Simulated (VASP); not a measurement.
WS2: single point with PBE-based screened hybrid with 20 % exact exchange

Crystal: WS2.

```
W S
1.0
     3.16993    0.00000    0.00000
    -1.58497    2.74524    0.00000
     0.00000    0.00000   12.49131
W S
2 4
Direct
  0.33333 0.66667 0.75011
  0.66667 0.33333 0.24989
  0.33333 0.66667 0.12478
  0.66667 0.33333 0.62501
  0.33333 0.66667 0.37499
  0.66667 0.33333 0.87522
```

- Program: VASP 6.6.1
- Task: single point
- Functional: PBE-based screened hybrid with 20 % exact exchange
- Potentials or basis: VASP PAW PBE potentials, release 64 (W_sv, S)
- Cutoff: 520 eV
- k mesh: 6 × 6 × 2
- Occupations: gaussian, width 0.01 eV
- Spin: no spin polarisation

- Pressure: -0.7 GPa
- Largest force: 0.236 eV/Å
- Band gap on the k mesh: 1.48 eV (least direct gap 2.16 eV)

Forces on the atoms (eV/Å):
```
W    0.000  0.000  0.000
W    0.000  0.000  0.000
S    0.000  0.000  0.236
S    0.000  0.000  0.234
S    0.000  0.000 -0.234
S    0.000  0.000 -0.236
```

Stress tensor (GPa, compression positive):
```
-1.09  0.00  0.00
 0.00 -1.09  0.00
 0.00  0.00  0.06
```

Levels at points of the mesh, in eV from the valence-band top:
```
           k point  band 22  band 23  band 24  band 25  band 26  band 27  band 28  band 29  band 30  band 31
(0.00, 0.00, 0.00)    -2.43    -2.43    -1.82    -1.18     0.00     2.85     2.85     2.86     2.86     2.91
(0.50, 0.00, 0.00)    -3.05    -2.22    -2.04    -1.86    -1.68     2.80     2.84     3.16     3.41     3.80
(0.00, 0.00, 0.50)    -2.45    -2.45    -2.45    -0.35    -0.34     2.84     2.84     2.84     2.84     3.01
(0.50, 0.00, 0.50)    -3.15    -2.13    -2.13    -1.76    -1.76     2.81     2.81     3.30     3.30     4.08
```

Run time: 15 min on 4 MPI ranks on Intel(R) Xeon(R) 6975P-C (Granite Rapids) (shared host), peak memory 0.37 GiB a rank.

Caveat: the PAW data sets were made with another functional, which shifts forces and pressure a little; spin-orbit coupling is left out, which moves the levels of the heavy elements. A k mesh can miss the band edges.
